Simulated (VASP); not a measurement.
# Al (P6_3/mmc) in VASP: further runs

Al is run at these levels: PBE+D3(BJ); tasks: single point.

Program: VASP 6.6.1. These are calculated values, not measurements. Logs are shortened: lines on timing, memory, paths and dates and some standing lists are left out, and cuts for length are marked.

### 1 The cell of the first run

Symmetry: P6_3/mmc, No. 194, hexagonal system. Conventional cell: a = 2.617 Å, b = 2.617 Å, c = 10.439 Å, α = 90.00°, β = 90.00°, γ = 120.00°. Within 3.5 Å of Al (site symmetry -3m) lie 12 Al at 2.62 to 3.02 Å. Al (site symmetry -6m2) has 12 Al at 2.62 to 3.02 Å within 3.5 Å.

### 2 Single point, PBE+D3(BJ)

INCAR

```
SYSTEM = Al
PREC     = Accurate       ! precision mode
ENCUT    = 520            ! plane-wave cutoff, eV
EDIFF    = 1E-6           ! SCF threshold, eV
ISMEAR   = 0              ! smearing method
SIGMA    = 0.15           ! smearing width, eV
LREAL    = .False.        ! projectors in reciprocal space
LASPH    = .True.         ! aspherical terms in the spheres
NELM     = 60             ! most SCF steps
ALGO     = Normal         ! electronic algorithm
ISIF     = 2              ! what is computed and relaxed
LWAVE    = .False.        ! write WAVECAR
LCHARG   = .False.        ! write CHGCAR
GGA      = PE             ! functional
IVDW     = 12             ! dispersion correction
NBANDS   = 14             ! bands
```

KPOINTS

```
regular mesh
0
Gamma
  18 18 4
  0 0 0
```

POSCAR

```
Al
1.0
    2.6174000000      0.0000000000      0.0000000000
   -1.3087000000      2.2667348919      0.0000000000
    0.0000000000      0.0000000000     10.4387000000
Al
4
Direct
    0.0000000000      0.0000000000      0.0000000000
    0.3333333333      0.6666666667      0.2500000000
    0.0000000000      0.0000000000      0.5000000000
    0.6666666667      0.3333333333      0.7500000000
```

Potentials or basis: VASP PAW PBE potentials, release 64 (Al).

Run with:

```sh
cat potpaw_PBE.64/Al/POTCAR > POTCAR
mpirun -np 1 vasp_std > vasp.out
```

OUTCAR:

```text
SYSTEM = Al
   PREC = Accurate
   ENCUT = 520
   EDIFF = 1E-6
   ISMEAR = 0
   LREAL = .False.
   LASPH = .True.
   NELM = 60
   ISIF = 2
   GGA = PE
   IVDW = 12
 IVDW          = 12

 ion  position               nearest neighbor table
   1  0.000  0.000  0.000-   2 3.02   4 3.02   4 3.02   2 3.02   4 3.02   2 3.02
   2  0.333  0.667  0.250-   1 3.02   3 3.02   1 3.02   3 3.02   1 3.02   3 3.02
   3  0.000  0.000  0.500-   2 3.02   4 3.02   4 3.02   2 3.02   4 3.02   2 3.02
   4  0.667  0.333  0.750-   1 3.02   3 3.02   1 3.02   3 3.02   1 3.02   3 3.02

  LATTYP: Found a hexagonal cell.
 ALAT       =     2.6174000000
 C/A-ratio  =     3.9881943914

  Lattice vectors:

 A1 = (   2.6174000000,   0.0000000000,   0.0000000000)
 A2 = (  -1.3087000000,   2.2667348919,   0.0000000000)
 A3 = (   0.0000000000,   0.0000000000,  10.4387000000)

Analysis of symmetry for initial positions (statically):
=====================================================================
 Subroutine PRICEL returns:
 Original cell was already a primitive cell.

 Routine SETGRP: Setting up the symmetry group for a
 hexagonal supercell.

 Subroutine GETGRP returns: Found 24 space group operations
 (whereof 12 operations were pure point group operations)
 out of a pool of 24 trial point group operations.

The static configuration has the point symmetry D_3d.
 The point group associated with its full space group is D_6h.

Analysis of symmetry for dynamics (positions and initial velocities):
=====================================================================
 Subroutine PRICEL returns:
 Original cell was already a primitive cell.

 Routine SETGRP: Setting up the symmetry group for a
 hexagonal supercell.

 Subroutine GETGRP returns: Found 24 space group operations
 (whereof 12 operations were pure point group operations)
 out of a pool of 24 trial point group operations.

The dynamic configuration has the point symmetry D_3d.
 The point group associated with its full space group is D_6h.

 Subroutine INISYM returns: Found 24 space group operations
 (whereof 12 operations are pure point group operations),
 and found     1 'primitive' translations

----------------------------------------------------------------------------------------

                                     Primitive cell

  volume of cell :      61.9323

  direct lattice vectors                    reciprocal lattice vectors
     2.617400000  0.000000000  0.000000000     0.382058531  0.220581596  0.000000000
    -1.308700000  2.266734892  0.000000000     0.000000000  0.441163192  0.000000000
     0.000000000  0.000000000 10.438700000     0.000000000  0.000000000  0.095797369

  length of vectors
     2.617400000  2.617400000 10.438700000     0.441163192  0.441163192  0.095797369

  position of ions in fractional coordinates (direct lattice)
     0.000000000  0.000000000  0.000000000
     0.333333333  0.666666667  0.250000000
     0.000000000  0.000000000  0.500000000
     0.666666667  0.333333333  0.750000000

  ion indices of the primitive-cell ions
   primitive index   ion index
                 1           1
                 2           2
                 3           3
                 4           4

----------------------------------------------------------------------------------------

 KPOINTS: regular mesh

Automatic generation of k-mesh.
 Grid dimensions read from file:
 generate k-points for:   18   18    4

 Generating k-lattice:

  Cartesian coordinates                     Fractional coordinates (reciprocal lattice)
     0.021225474  0.012254533  0.000000000     0.055555556  0.000000000  0.000000000
     0.000000000  0.024509066  0.000000000     0.000000000  0.055555556  0.000000000
     0.000000000  0.000000000  0.023949342     0.000000000  0.000000000  0.250000000

  Length of vectors
     0.024509066  0.024509066  0.023949342

  Shift w.r.t. Gamma in fractional coordinates (k-lattice)
     0.000000000  0.000000000  0.000000000

 Subroutine IBZKPT returns following result:
 ===========================================

 Found    111 irreducible k-points:

 Following reciprocal coordinates:
            Coordinates               Weight
  0.000000  0.000000  0.000000      1.000000
  0.055556 -0.000000  0.000000      6.000000
  0.111111 -0.000000  0.000000      6.000000
  0.166667 -0.000000  0.000000      6.000000
  0.222222 -0.000000  0.000000      6.000000
  0.277778  0.000000  0.000000      6.000000
[... 16 lines left out ...]
  0.333333  0.111111  0.000000     12.000000
  0.388889  0.111111  0.000000     12.000000
 [... further k-points ...]
   k-points           NKPTS =    111   k-points in BZ     NKDIM =    111   number of bands    NBANDS=     14
   number of dos      NEDOS =    301   number of ions     NIONS =      4
   total plane-waves  NPLWV =  32000
   dimension x,y,z NGX =    20 NGY =   20 NGZ =   80
   dimension x,y,z NGXF=    40 NGYF=   40 NGZF=  160
   ions per type =               4
   NGX,Y,Z   is equivalent  to a cutoff of  12.70, 12.70, 12.74 a.u.
   NGXF,Y,Z  is equivalent  to a cutoff of  25.41, 25.41, 25.48 a.u.
 SYSTEM =  Al
   PREC   = accura    normal or accurate (medium, high low for compatibility)
   ISTART =      0    job   : 0-new  1-cont  2-samecut
   ICHARG =      2    charge: 1-file 2-atom 10-const
   ISPIN  =      1    spin polarized calculation?
   LNONCOLLINEAR =      F non collinear calculations
   LSORBIT =      F    spin-orbit coupling
   LASPH  =      T    aspherical Exc in radial PAW
   ENCUT  =  520.0 eV  38.22 Ry    6.18 a.u.   4.87  4.87 19.41*2*pi/ulx,y,z
   NELM   =     60;   NELMIN=  2; NELMDL= -5     # of ELM steps
   EDIFF  = 0.1E-05   stopping-criterion for ELM
   LREAL  =      F    real-space projection
   EDIFFG = 0.1E-04   stopping-criterion for IOM
   NSW    =      0    number of steps for IOM
   IBRION =     -1    ionic relax: 0-MD 1-quasi-New 2-CG
   NFREE  =      0    steps in history (QN), initial steepest desc. (CG)
   ISIF   =      2    stress and relaxation
   ISYM   =      2    0-nonsym 1-usesym 2-fastsym
   POTIM  = 0.5000    time-step for ionic-motion
   TEBEG  =    0.0;   TEEND  =   0.0 temperature during run
   PSTRESS=    0.0 pullay stress
   NELECT =      12.0000    total number of electrons
   NUPDOWN=      -1.0000    fix difference up-down
   EMIN   =  10.00;   EMAX   =-10.00  energy-range for DOS
   EFERMI =   0.00;   METHOD = LEGACY
   ISMEAR =     0;   SIGMA  =   0.15  broadening in eV -4-tet -1-fermi 0-gaus
   EFERMI_NEDOS =   21; number of points for ismear=-14 and -15
   IALGO  =     38    algorithm
   IMIX   =      4    mixing-type and parameters
     AMIX     =   0.40;   BMIX     =  1.00
     AMIX_MAG =   1.60;   BMIX_MAG =  1.00
  volume/ion in A,a.u.               =      15.48       104.48
  Fermi-wavevector in a.u.,A,eV,Ry     =   0.947319  1.790173 12.210044  0.897413
  Thomas-Fermi vector in A             =   2.075401
   LORBIT       =      0    0 simple, 1 ext, 2 COOP (PROOUT), +10 PAW based schemes
   GGA     = PE    functional components
   LHFCALC =     F    Hartree Fock is set to
   AEXX    =    0.0000 exact exchange contribution
   IVDW    =    12    specifies the selected vdW correction
   LEPSILON=     F    determine dielectric tensor
   LRPA    =     F    only Hartree local field effects (RPA)
 non-spin polarized calculation
 Gauss-broadening in eV      SIGMA  =   0.15
  energy-cutoff  :      520.00
  volume of cell :       61.93
 maximum number of plane-waves:      1716
 NGX is ok and might be reduce to    20
   NGX =  9   NGY =  9   NGZ = 39

 number of electron      12.0000000 magnetization

 Free energy of the ion-electron system (eV)
  ---------------------------------------------------
  ext. energy  EPLUGINS =         0.00000000
  ---------------------------------------------------
  free energy    TOTEN  =       -14.34194977 eV

  energy without entropy =      -14.31979337  energy(sigma->0) =      -14.33087157

 E-fermi :   8.5783     XC(G=0): -10.4034

 val. band max:        8.5772392249   @ k =   0.5000  -0.0000   0.0000
 cond. band min:       8.5809962663   @ k =   0.3889   0.0556   0.2500
 fundamental gap:      0.0037570415
 Fermi energy:         8.5782928264

 k-point     1 :       0.0000    0.0000    0.0000
  band No.  band energies     occupation
      1      -2.9428      2.00000
      2      -1.6075      2.00000
      3      -1.6059      2.00000
      4       1.8192      2.00000
      5       2.9717      2.00000
      6       8.8318      0.01683
      7       8.8337      0.01606
      8      17.2260      0.00000
      9      17.4255      0.00000
     10      22.6415      0.00000
     11      22.6415      0.00000
     12      22.8824      0.00000
     13      22.8826      0.00000
     14      23.2094      0.00000

 k-point     2 :       0.0556   -0.0000    0.0000
  band No.  band energies     occupation
      1      -2.8540      2.00000
      2      -1.5195      2.00000
      3      -1.5179      2.00000
      4       1.9062      2.00000
      5       3.0552      2.00000
      6       8.9118      0.00167
      7       8.9137      0.00156
      8      17.2658      0.00000
      9      17.4981      0.00000
     10      20.8754      0.00000
     11      21.7026      0.00000
     12      21.7953      0.00000
     13      21.8056      0.00000
     14      22.6377      0.00000
[... 343 lines left out ...]
      1       1.5809      2.00000
      2       2.8616      2.00000
      3       2.8643      2.00000
      4       5.9422      2.00000
      5       7.3072      2.00000
      6       7.9111      2.00000
      7       8.9329      0.00083
      8       9.0675      0.00000
      9      11.8142      0.00000
     10      12.8312      0.00000
     11      12.9299      0.00000
     12      13.3793      0.00000
     13      14.5582      0.00000
     14      15.3611      0.00000

 k-point    24 :       0.3889    0.1111    0.0000
  band No.  band energies     occupation
      1       2.8431      2.00000
      2       4.0764      2.00000
      3       4.0841      2.00000
      4       5.7112      2.00000
      5       6.9927      2.00000
      6       7.2522      2.00000
      7       8.0250      2.00000
      8       8.6064      0.79093
      9      10.3814      0.00000
     10      11.6189      0.00000
     11      13.4003      0.00000
     12      13.7531      0.00000
     13      14.5388      0.00000
     14      15.2821      0.00000

 [... further k-points ...]

------------------------ aborting loop because EDIFF is reached ----------------------------------------

 Edisp (eV)   -1.44180

 E8    (eV) :    -0.6467

  FORCE on cell =-STRESS in cart. coord.  units (eV):
  Direction    XX          YY          ZZ          XY          YZ          ZX
  --------------------------------------------------------------------------------------
  -------------------------------------------------------------------------------------
  Total       5.69011     5.69011    -2.82074     0.00000    -0.00000     0.00000
  in kB     147.20210   147.20210   -72.97202     0.00000    -0.00000     0.00000
  external pressure =       73.81 kB  Pullay stress =        0.00 kB

 VOLUME and BASIS-vectors are now :
 -----------------------------------------------------------------------------
  energy-cutoff  :      520.00
  volume of cell :       61.93
      direct lattice vectors                 reciprocal lattice vectors
     2.617400000  0.000000000  0.000000000     0.382058531  0.220581596  0.000000000
    -1.308700000  2.266734892  0.000000000     0.000000000  0.441163192  0.000000000
     0.000000000  0.000000000 10.438700000     0.000000000  0.000000000  0.095797369

 POSITION                                       TOTAL-FORCE (eV/Angst)
 -----------------------------------------------------------------------------------
      0.00000      0.00000      0.00000        -0.000000      0.000000      0.000000
     -0.00000      1.51116      2.60968        -0.000000      0.000000      0.000000
      0.00000      0.00000      5.21935        -0.000000      0.000000      0.000000
      1.30870      0.75558      7.82903         0.000000     -0.000000     -0.000000
 -----------------------------------------------------------------------------------
    total drift:                               -0.000000      0.000000     -0.000000

  FREE ENERGIE OF THE ION-ELECTRON SYSTEM (eV)
  ---------------------------------------------------
  free  energy   TOTEN  =       -15.7837470226 eV

  energy  without entropy=      -15.7615906198  energy(sigma->0) =      -15.77266882
```

Run time: 28 s. Hardware: 1 thread of Intel Xeon 6975P-C (Granite Rapids), shared host; peak memory 0.22 GiB.

What came out:

```
Free energy                : -15.7837 eV
Pressure                   : 7.4 GPa
Band gap on the k mesh     : zero (band 6 reaches 10.82 eV, above the bottom of band 7 at 7.42 eV)
Dispersion energy per atom : -0.360 eV
```

Caveat: pairwise dispersion overbinds metals, which lowers pressure and volume.

### 3 Single point, PBE+D3(BJ)

This run uses another cell than the first one, of 15.59 Å³/atom, 1.007 times its volume.

INCAR

```
ALGO     = Normal         # electronic algorithm
EDIFF    = 1E-6           # SCF threshold, eV
ENCUT    = 520            # plane-wave cutoff, eV
GGA      = PE             # functional
ISIF     = 2              # what is computed and relaxed
ISMEAR   = 0              # smearing method
IVDW     = 12             # dispersion correction
LASPH    = True           # aspherical terms in the spheres
LCHARG   = False          # write CHGCAR
LREAL    = False          # projectors in reciprocal space
LWAVE    = False          # write WAVECAR
NBANDS   = 14             # bands
NELM     = 80             # most SCF steps
PREC     = Accurate       # precision mode
SIGMA    = 0.15           # smearing width, eV
```

KPOINTS

```
k-points
0
Gamma
  18 18 4
```

POSCAR

```
Al
1.0
    2.8538000000      0.0000000000      0.0000000000
   -1.4269000000      2.4714632973      0.0000000000
    0.0000000000      0.0000000000      8.8418000000
Al
4
Direct
    0.0000000000      0.0000000000      0.0000000000
    0.3333333333      0.6666666667      0.2500000000
    0.0000000000      0.0000000000      0.5000000000
    0.6666666667      0.3333333333      0.7500000000
```

Potentials or basis: VASP PAW PBE potentials, release 64 (Al).

Run with:

```sh
cat potpaw_PBE.64/Al/POTCAR > POTCAR
mpirun -np 1 vasp_std > vasp.out
```

Wall time 25 s (1 thread of Intel Xeon 6975P-C (Granite Rapids), shared host); peak memory 0.23 GiB.

Results (log left out):

```yaml
Free_energy: -16.2730 eV
Pressure: 1.7 GPa
Band_gap_on_the_k_mesh: zero (band 6 reaches 13.35 eV, above the bottom of band 7 at 6.85 eV)
Dispersion_energy_per_atom: -0.357 eV
```

Stress tensor (GPa, compression positive):
```
0.30 0.00 0.00
0.00 0.30 0.00
0.00 0.00 4.53
```

Levels at points of the mesh, in eV from the Fermi level:
| k point | band 2 | band 3 | band 4 | band 5 | band 6 | band 7 | band 8 | band 9 | band 10 | band 11 |
| --- | --- | --- | --- | --- | --- | --- | --- | --- | --- | --- |
| (0.00, 0.00, 0.00) | -9.66 | -9.66 | -4.51 | -3.79 | 4.58 | 4.61 | 10.26 | 10.26 | 10.48 | 10.48 |
| (0.50, 0.00, 0.00) | -5.56 | -4.18 | -4.08 | -3.53 | -3.41 | 0.88 | 1.33 | 1.90 | 2.15 | 5.21 |
| (0.00, 0.00, 0.50) | -11.07 | -7.35 | -7.35 | -0.13 | -0.13 | 9.83 | 9.83 | 10.61 | 10.61 | 10.61 |
| (0.50, 0.00, 0.50) | -5.24 | -5.12 | -5.12 | -1.88 | -1.88 | -1.17 | -1.17 | 5.06 | 5.06 | 5.35 |

Caveat: pairwise dispersion overbinds metals, which lowers pressure and volume.
